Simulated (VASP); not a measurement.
# OsO (P6/mmm) in VASP: single point with PBE

Aim: the single point of OsO with PBE.

Program: VASP 6.6.1. These are calculated values, not measurements. Logs are shortened: lines on timing, memory, paths and dates and some standing lists are left out, and cuts for length are marked.

**1. The cell of the first run**

It takes space group P6/mmm (No. 191, hexagonal). The conventional cell has a = 2.791 Å, b = 2.791 Å, c = 3.685 Å, α = 90.00°, β = 90.00°, γ = 120.00°. Os (site symmetry 6/mmm) has 2 O at 1.84 Å within 2.4 Å. Within 2.4 Å of O (site symmetry 6/mmm) lie 2 Os at 1.84 Å.

The cell was generated, and may not be a known phase.

**2. Single point, PBE**

INCAR reads:

```
SYSTEM = OsO
ALGO = Normal
EDIFF = 1E-6
ENCUT = 700
GGA = PE
GGA_COMPAT = .FALSE.
ISIF = 2
ISMEAR = 0
LASPH = .TRUE.
LCHARG = .FALSE.
LREAL = .FALSE.
LWAVE = .FALSE.
NBANDS = 18
NELM = 120
PREC = Accurate
SIGMA = 0.1
```

KPOINTS reads:

```
k-points
0
G
  24 24 16
  0 0 0
```

POSCAR reads:

```
OsO
1.0
    2.7905443898      0.0000000000      0.0000000000
   -1.3952721949      2.4166823319      0.0000000000
    0.0000000000      0.0000000000      3.6847914085
Os O
1 1
Direct
    0.0000000000      0.0000000000      0.5000000000
    0.0000000000      0.0000000000      0.0000000000
```

Potentials or basis: VASP PAW PBE potentials, release 64 (Os_sv_GW, O).

Run with:

```console
cat potpaw_PBE.64/Os_sv_GW/POTCAR potpaw_PBE.64/O/POTCAR > POTCAR
mpirun -np 1 vasp_std > vasp.out
```

OUTCAR:

```text
SYSTEM = OsO
   EDIFF = 1E-6
   ENCUT = 700
   GGA = PE
   ISIF = 2
   ISMEAR = 0
   LASPH = .TRUE.
   LREAL = .FALSE.
   NELM = 120
   PREC = Accurate

 ion  position               nearest neighbor table
   1  0.000  0.000  0.500-   2 1.84   2 1.84
   2  0.000  0.000  0.000-   1 1.84   1 1.84

  LATTYP: Found a hexagonal cell.
 ALAT       =     2.7905443898
 C/A-ratio  =     1.3204561167

  Lattice vectors:

 A1 = (   2.7905443898,   0.0000000000,   0.0000000000)
 A2 = (  -1.3952721949,   2.4166823319,   0.0000000000)
 A3 = (   0.0000000000,   0.0000000000,   3.6847914085)

Analysis of symmetry for initial positions (statically):
=====================================================================
 Subroutine PRICEL returns:
 Original cell was already a primitive cell.

 Routine SETGRP: Setting up the symmetry group for a
 hexagonal supercell.

 Subroutine GETGRP returns: Found 24 space group operations
 (whereof 24 operations were pure point group operations)
 out of a pool of 24 trial point group operations.

The static configuration has the point symmetry D_6h.

Analysis of symmetry for dynamics (positions and initial velocities):
=====================================================================
 Subroutine PRICEL returns:
 Original cell was already a primitive cell.

 Routine SETGRP: Setting up the symmetry group for a
 hexagonal supercell.

 Subroutine GETGRP returns: Found 24 space group operations
 (whereof 24 operations were pure point group operations)
 out of a pool of 24 trial point group operations.

The dynamic configuration has the point symmetry D_6h.

 Subroutine INISYM returns: Found 24 space group operations
 (whereof 24 operations are pure point group operations),
 and found     1 'primitive' translations

----------------------------------------------------------------------------------------

                                     Primitive cell

  volume of cell :      24.8497

  direct lattice vectors                    reciprocal lattice vectors
     2.790544390  0.000000000  0.000000000     0.358353017  0.206895211  0.000000000
    -1.395272195  2.416682332  0.000000000     0.000000000  0.413790421  0.000000000
     0.000000000  0.000000000  3.684791409     0.000000000  0.000000000  0.271385783

  length of vectors
     2.790544390  2.790544390  3.684791409     0.413790421  0.413790421  0.271385783

  position of ions in fractional coordinates (direct lattice)
     0.000000000  0.000000000  0.500000000
     0.000000000  0.000000000  0.000000000

  ion indices of the primitive-cell ions
   primitive index   ion index
                 1           1
                 2           2

----------------------------------------------------------------------------------------

 KPOINTS: k-points

Automatic generation of k-mesh.
 Grid dimensions read from file:
 generate k-points for:   24   24   16

 Generating k-lattice:

  Cartesian coordinates                     Fractional coordinates (reciprocal lattice)
     0.014931376  0.008620634  0.000000000     0.041666667  0.000000000  0.000000000
     0.000000000  0.017241268  0.000000000     0.000000000  0.041666667  0.000000000
     0.000000000  0.000000000  0.016961611     0.000000000  0.000000000  0.062500000

  Length of vectors
     0.017241268  0.017241268  0.016961611

  Shift w.r.t. Gamma in fractional coordinates (k-lattice)
     0.000000000  0.000000000  0.000000000

 Subroutine IBZKPT returns following result:
 ===========================================

 Found    549 irreducible k-points:

 Following reciprocal coordinates:
            Coordinates               Weight
  0.000000  0.000000  0.000000      1.000000
  0.041667  0.000000  0.000000      6.000000
  0.083333  0.000000  0.000000      6.000000
  0.125000  0.000000  0.000000      6.000000
  0.166667  0.000000  0.000000      6.000000
  0.208333  0.000000  0.000000      6.000000
[... 16 lines left out ...]
  0.416667  0.041667  0.000000     12.000000
  0.458333  0.041667  0.000000     12.000000
 [... further k-points ...]
   k-points           NKPTS =    549   k-points in BZ     NKDIM =    549   number of bands    NBANDS=     18
   number of dos      NEDOS =    301   number of ions     NIONS =      2
   total plane-waves  NPLWV =  18432
   dimension x,y,z NGX =    24 NGY =   24 NGZ =   32
   dimension x,y,z NGXF=    48 NGYF=   48 NGZF=   64
   ions per type =               1   1
   NGX,Y,Z   is equivalent  to a cutoff of  14.30, 14.30, 14.44 a.u.
   NGXF,Y,Z  is equivalent  to a cutoff of  28.60, 28.60, 28.87 a.u.
 SYSTEM =  OsO
   PREC   = accura    normal or accurate (medium, high low for compatibility)
   ISTART =      0    job   : 0-new  1-cont  2-samecut
   ICHARG =      2    charge: 1-file 2-atom 10-const
   ISPIN  =      1    spin polarized calculation?
   LNONCOLLINEAR =      F non collinear calculations
   LSORBIT =      F    spin-orbit coupling
   LASPH  =      T    aspherical Exc in radial PAW
   ENCUT  =  700.0 eV  51.45 Ry    7.17 a.u.   6.02  6.02  7.95*2*pi/ulx,y,z
   NELM   =    120;   NELMIN=  2; NELMDL= -5     # of ELM steps
   EDIFF  = 0.1E-05   stopping-criterion for ELM
   LREAL  =      F    real-space projection
   EDIFFG = 0.1E-04   stopping-criterion for IOM
   NSW    =      0    number of steps for IOM
   IBRION =     -1    ionic relax: 0-MD 1-quasi-New 2-CG
   NFREE  =      0    steps in history (QN), initial steepest desc. (CG)
   ISIF   =      2    stress and relaxation
   ISYM   =      2    0-nonsym 1-usesym 2-fastsym
   POTIM  = 0.5000    time-step for ionic-motion
   TEBEG  =    0.0;   TEEND  =   0.0 temperature during run
   PSTRESS=    0.0 pullay stress
   NELECT =      22.0000    total number of electrons
   NUPDOWN=      -1.0000    fix difference up-down
   EMIN   =  10.00;   EMAX   =-10.00  energy-range for DOS
   EFERMI =   0.00;   METHOD = LEGACY
   ISMEAR =     0;   SIGMA  =   0.10  broadening in eV -4-tet -1-fermi 0-gaus
   EFERMI_NEDOS =   21; number of points for ismear=-14 and -15
   IALGO  =     38    algorithm
   IMIX   =      4    mixing-type and parameters
     AMIX     =   0.40;   BMIX     =  1.00
     AMIX_MAG =   1.60;   BMIX_MAG =  1.00
  volume/ion in A,a.u.               =      12.42        83.85
  Fermi-wavevector in a.u.,A,eV,Ry     =   1.571962  2.970577 33.620855  2.471063
  Thomas-Fermi vector in A             =   2.673467
   LORBIT       =      0    0 simple, 1 ext, 2 COOP (PROOUT), +10 PAW based schemes
   GGA     = PE    functional components
   LHFCALC =     F    Hartree Fock is set to
   AEXX    =    0.0000 exact exchange contribution
   IVDW    =     0    specifies the selected vdW correction
   LEPSILON=     F    determine dielectric tensor
   LRPA    =     F    only Hartree local field effects (RPA)
 non-spin polarized calculation
 Gauss-broadening in eV      SIGMA  =   0.10
  energy-cutoff  :      700.00
  volume of cell :       24.85
 maximum number of plane-waves:      1068
   NGX = 13   NGY = 13   NGZ = 15

 number of electron      22.0000001 magnetization

 Free energy of the ion-electron system (eV)
  ---------------------------------------------------
  ext. energy  EPLUGINS =         0.00000000
  ---------------------------------------------------
  free energy    TOTEN  =       -18.31103352 eV

  energy without entropy =      -18.30432085  energy(sigma->0) =      -18.30767718

 E-fermi :   8.5200     XC(G=0): -12.6088

 val. band max:        8.5159047009   @ k =   0.1667   0.1250   0.1250
 cond. band min:       8.5282524392   @ k =   0.2500   0.2500   0.3125
 fundamental gap:      0.0123477384
 Fermi energy:         8.5199581850

 k-point     1 :       0.0000    0.0000    0.0000
  band No.  band energies     occupation
      1     -78.4496      2.00000
      2     -38.3062      2.00000
      3     -37.2853      2.00000
      4     -37.2853      2.00000
      5     -12.7871      2.00000
      6       1.1501      2.00000
[... 10 lines left out ...]
     17      22.9427      0.00000
     18      30.7076      0.00000

 k-point     2 :       0.0417    0.0000    0.0000
  band No.  band energies     occupation
      1     -78.4488      2.00000
      2     -38.3049      2.00000
      3     -37.2955      2.00000
      4     -37.2877      2.00000
      5     -12.7746      2.00000
      6       1.2083      2.00000
[... 10 lines left out ...]
     17      23.0489      0.00000
     18      30.4890      0.00000

 k-point     3 :       0.0833    0.0000    0.0000
  band No.  band energies     occupation
      1     -78.4468      2.00000
      2     -38.3012      2.00000
      3     -37.3253      2.00000
      4     -37.2948      2.00000
      5     -12.7377      2.00000
      6       1.3759      2.00000
[... 10 lines left out ...]
     17      23.3394      0.00000
     18      29.9769      0.00000

 k-point     4 :       0.1250    0.0000    0.0000
  band No.  band energies     occupation
      1     -78.4435      2.00000
      2     -38.2952      2.00000
      3     -37.3726      2.00000
      4     -37.3062      2.00000
      5     -12.6784      2.00000
      6       1.6297      2.00000
[... 10 lines left out ...]
     17      23.7203      0.00000
     18      29.4451      0.00000

 k-point     5 :       0.1667    0.0000    0.0000
  band No.  band energies     occupation
      1     -78.4392      2.00000
      2     -38.2875      2.00000
      3     -37.4338      2.00000
      4     -37.3209      2.00000
      5     -12.6002      2.00000
      6       1.9252      2.00000
[... 10 lines left out ...]
     17      24.0105      0.00000
     18      29.1615      0.00000

 k-point     6 :       0.2083    0.0000    0.0000
  band No.  band energies     occupation
      1     -78.4342      2.00000
      2     -38.2785      2.00000
      3     -37.5045      2.00000
      4     -37.3381      2.00000
      5     -12.5076      2.00000
      6       2.1951      2.00000
[... 10 lines left out ...]
     17      23.9844      0.00000
     18      28.5511      0.00000

 k-point     7 :       0.2500    0.0000    0.0000
  band No.  band energies     occupation
      1     -78.4287      2.00000
      2     -38.2688      2.00000
      3     -37.5797      2.00000
      4     -37.3564      2.00000
      5     -12.4062      2.00000
      6       2.3700      2.00000
[... 10 lines left out ...]
     17      23.5776      0.00000
     18      27.9455      0.00000

 k-point     8 :       0.2917    0.0000    0.0000
  band No.  band energies     occupation
      1     -78.4234      2.00000
      2     -38.2590      2.00000
      3     -37.6543      2.00000
      4     -37.3746      2.00000
      5     -12.3027      2.00000
      6       2.4235      2.00000
[... 10 lines left out ...]
     17      23.2124      0.00000
     18      27.5231      0.00000
[... 229 lines left out ...]
     17      23.3175      0.00000
     18      27.6244      0.00000

 k-point    20 :       0.2917    0.0417    0.0000
  band No.  band energies     occupation
      1     -78.4205      2.00000
      2     -38.2539      2.00000
      3     -37.6899      2.00000
      4     -37.3883      2.00000
      5     -12.2467      2.00000
      6       2.4259      2.00000
[... 10 lines left out ...]
     17      23.3009      0.00000
     18      26.6739      0.00000

 k-point    21 :       0.3333    0.0417    0.0000
  band No.  band energies     occupation
      1     -78.4158      2.00000
      2     -38.2454      2.00000
      3     -37.7530      2.00000
      4     -37.4047      2.00000
      5     -12.1540      2.00000
      6       2.3571      2.00000
[... 10 lines left out ...]
     17      23.5353      0.00000
     18      25.9372      0.00000

 k-point    22 :       0.3750    0.0417    0.0000
  band No.  band energies     occupation
      1     -78.4120      2.00000
      2     -38.2385      2.00000
      3     -37.8043      2.00000
      4     -37.4180      2.00000
      5     -12.0769      2.00000
      6       2.2674      2.00000
[... 10 lines left out ...]
     17      23.6308      0.00000
     18      25.4166      0.00000

 k-point    23 :       0.4167    0.0417    0.0000
  band No.  band energies     occupation
      1     -78.4093      2.00000
      2     -38.2336      2.00000
      3     -37.8404      2.00000
      4     -37.4274      2.00000
      5     -12.0215      2.00000
      6       2.1902      2.00000
[... 10 lines left out ...]
     17      23.5776      0.00000
     18      25.0752      0.00000

 k-point    24 :       0.4583    0.0417    0.0000
  band No.  band energies     occupation
      1     -78.4079      2.00000
      2     -38.2311      2.00000
      3     -37.8590      2.00000
      4     -37.4323      2.00000
      5     -11.9926      2.00000
      6       2.1466      2.00000
[... 10 lines left out ...]
     17      23.4936      0.00000
     18      24.9011      0.00000

 [... further k-points ...]
[... 5 lines left out ...]
  --------------------------------------------------------------------------------------
  -------------------------------------------------------------------------------------
  Total       -0.0294320     -0.0294320      0.2128687      0.0000000     -0.0000000     -0.0000000
  in kB       -1.8976184     -1.8976184     13.7246394      0.0000000     -0.0000000     -0.0000000
  external PRESSURE =       3.3098008 kB  Pullay stress =       0.0000000 kB

 VOLUME and BASIS-vectors are now :
 -----------------------------------------------------------------------------
  energy-cutoff  :      700.00
  volume of cell :       24.85
      direct lattice vectors                 reciprocal lattice vectors
     2.790544390  0.000000000  0.000000000     0.358353017  0.206895211  0.000000000
    -1.395272195  2.416682332  0.000000000     0.000000000  0.413790421  0.000000000
     0.000000000  0.000000000  3.684791409     0.000000000  0.000000000  0.271385783

 POSITION                                       TOTAL-FORCE (eV/Angst)
 -----------------------------------------------------------------------------------
      0.00000      0.00000      1.84240        -0.000000      0.000000      0.000000
      0.00000      0.00000      0.00000         0.000000      0.000000      0.000000
 -----------------------------------------------------------------------------------
    total drift:                                0.000000      0.000000      0.000000

  FREE ENERGIE OF THE ION-ELECTRON SYSTEM (eV)
  ---------------------------------------------------
  free  energy   TOTEN  =       -18.3110335193 eV

  energy  without entropy=      -18.3043208475  energy(sigma->0) =      -18.30767718
```

It took 98 s on 1 thread of Intel Xeon 6975P-C (Granite Rapids), shared host; peak memory 0.49 GiB.

What came out:

* Free energy: -18.3110 eV
* Pressure: 0.3 GPa
* Band gap on the k mesh: zero (bands 11 and 12 overlap by 4.07 eV)

Levels at points of the mesh, in eV from the Fermi level:
| k point | band 9 | band 10 | band 11 | band 12 | band 13 | band 14 |
| --- | --- | --- | --- | --- | --- | --- |
| (0.00, 0.00, 0.00) | -2.99 | -2.31 | -2.31 | -0.23 | -0.23 | 4.32 |
| (0.50, 0.00, 0.00) | -3.84 | -3.60 | -0.99 | 2.06 | 2.67 | 3.90 |
| (0.00, 0.00, 0.50) | -4.62 | -2.26 | -2.26 | 2.57 | 2.57 | 4.76 |
| (0.50, 0.00, 0.50) | -5.37 | 0.76 | 2.07 | 2.16 | 2.26 | 5.48 |

Caveat: spin-orbit coupling is left out, which moves the levels of the heavy elements.
